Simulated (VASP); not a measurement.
ZnS, 4 atoms in the cell. The structure is hexagonal, space group P6_3mc (No. 186). The conventional cell has a = 3.807 Å, b = 3.807 Å, c = 6.182 Å, α = 90.00°, β = 90.00°, γ = 120.00°. Within 3.1 Å of Zn (site symmetry 3m) lie 4 S at 2.32 to 2.33 Å. S (site symmetry 3m) has 4 Zn at 2.32 to 2.33 Å within 3.1 Å.  This cell differs from its parent crystal: strain along c alone, the other axes held: -1.0 %, then relaxed in part.

| Quantity | Value |
| --- | --- |
| Program | VASP 6.6.1 |
| Task | single point |
| Functional | r2SCAN |
| Potentials or basis | VASP PAW PBE potentials, release 64 (Zn, S) |
| Cutoff | 520 eV |
| k mesh | 6 × 6 × 4 |
| Occupations | gaussian, width 0.02 eV |
| Spin | no spin polarisation |
| Dipole correction | no |
| Further INCAR settings | ALGO = Normal; EDIFF = 1e-06; NBANDS = 26 |

Potentials or basis: VASP PAW PBE potentials, release 64 (Zn, S).

Command:

```bash
$ cat potpaw_PBE.64/Zn/POTCAR potpaw_PBE.64/S/POTCAR > POTCAR
$ cp INCAR.step1 INCAR
$ mpirun -np 1 vasp_std > vasp.out
$ cp INCAR.step2 INCAR
$ mpirun -np 1 vasp_std > vasp.out
```

Hardware: 1 thread of AMD EPYC 7R13, with other jobs on the host.

How long does it take, and how much memory?

Run time: 4.4 min on 1 thread of AMD EPYC 7R13, with other jobs on the host, peak memory 0.18 GiB. Counts: k points 21.
